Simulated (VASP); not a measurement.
Input of a VASP 6.6.1 run:

INCAR

```
SYSTEM = WSe2
ALGO = Normal
DIPOL = 0.5 0.5 0.500
EDIFF = 1E-7
EDIFFG = -0.003
ENCUT = 520
IBRION = 2
IDIPOL = 3
ISIF = 2
ISMEAR = 0
KPAR = 2
LASPH = .True.
LCHARG = .False.
LDIPOL = .True.
LREAL = .False.
LWAVE = .False.
NELM = 100
NSW = 80
PREC = Accurate
SIGMA = 0.01
```

The input KPOINTS:

```
k-points
0
Gamma
  12 12 1
  0 0 0
```

Contents of POSCAR:

```
WSe2
1.0
    3.2984100000      0.0000000000      0.0000000000
   -1.6492050000      2.8565068521      0.0000000000
    0.0000000000      0.0000000000     30.0000000000
W Se
2 4
Direct
    0.3333333333      0.6666666667      0.6081666667
    0.6666666667      0.3333333333      0.3918333333
    0.6666666667      0.3333333333      0.6639000000
    0.6666666667      0.3333333333      0.5524333333
    0.3333333333      0.6666666667      0.4475666667
    0.3333333333      0.6666666667      0.3361000000
```

Potentials or basis: VASP PAW LDA potentials, release 64 (W_sv, Se).

Command:

```sh
$ cat potpaw_LDA.64/W_sv/POTCAR potpaw_LDA.64/Se/POTCAR > POTCAR
$ mpirun -np 2 vasp_std > vasp.out
```

What does it give for the energy gained by relaxing?

2.6 meV/atom.

What does it give for the band gap on the k mesh?

1.22 eV (least direct gap 1.50 eV).

Final structure:
```yaml
crystal:
  lattice:
    - [3.29841, 0.00000, 0.00000]
    - [-1.64921, 2.85651, 0.00000]
    - [0.00000, 0.00000, 30.00000]
  atoms:
    - { symbol: W, position: [0.33333, 0.66667, 0.60614] }
    - { symbol: W, position: [0.66667, 0.33333, 0.39386] }
    - { symbol: Se, position: [0.66667, 0.33333, 0.66116] }
    - { symbol: Se, position: [0.66667, 0.33333, 0.55099] }
    - { symbol: Se, position: [0.33333, 0.66667, 0.44901] }
    - { symbol: Se, position: [0.33333, 0.66667, 0.33884] }
```

Caveat: spin-orbit coupling is left out, which moves the levels of the heavy elements.
